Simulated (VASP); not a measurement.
Write the native input for VASP 6.6.1 that does the following.

```yaml
Task: single point
Functional: PBE
Dispersion: D3(BJ)
Potentials_or_basis: VASP PAW PBE potentials, release 64 (Sn_d, O)
Cutoff: 520 eV
k_mesh: 12 × 12 × 4
Occupations: gaussian, width 0.05 eV
Spin: no spin polarisation
Dipole_correction: no
Further_INCAR_settings: ALGO = Normal; EDIFF = 1e-07; NBANDS = 35
```

The structure of SnO2 lies in POSCAR:

```
SnO2
1.0
    3.2112908149      0.0000000000      0.0000000000
   -1.6056454074      2.7810594246      0.0000000000
    0.0000000000      0.0000000000     10.3366770592
Sn O
2 4
Direct
   -0.2700302570     -0.1501055664      0.5000000000
    0.2700302570      0.1501055664      0.0000000000
    0.3932420504      0.1813408961      0.4018520904
    0.9400912829      0.4853257706      0.0981479096
    0.0599087171      0.5146742294      0.5981479096
    0.6067579496      0.8186591039      0.9018520904
```

This cell differs from its parent crystal: atoms displaced along several vibrational modes.

One way to write it, as run:

INCAR

```
  ALGO = Normal
  EDIFF = 1E-7
  ENCUT = 520
  GGA = PE
  ISIF = 2
  ISMEAR = 0
  IVDW = 12
  LASPH = T
  LCHARG = T
  LELF = T
  LREAL = F
  LVHAR = T
  LWAVE = F
  NBANDS = 35
  NELM = 60
  PREC = Accurate
  SIGMA = 0.05
```

KPOINTS

```
k-points
0
Gamma
  12 12 4
```

Potentials or basis: VASP PAW PBE potentials, release 64 (Sn_d, O).

The run is started by

```bash
$ cat potpaw_PBE.64/Sn_d/POTCAR potpaw_PBE.64/O/POTCAR > POTCAR
$ mpirun -np 1 vasp_std > vasp.out
```

It gave:

```json
{
 "Pressure": "0.3 GPa",
 "Largest force": "0.139 eV/Å",
 "Band gap on the k mesh": "2.22 eV (least direct gap 2.50 eV)",
 "Dispersion energy per atom": "-0.165 eV"
}
```

Caveat: the cell differs from its parent crystal (atoms displaced along several vibrational modes); spin-orbit coupling is left out, which moves the levels of the heavy elements.

Run time: 21 min on 1 thread of Intel Xeon 8259CL (shared host), peak memory 0.59 GiB.
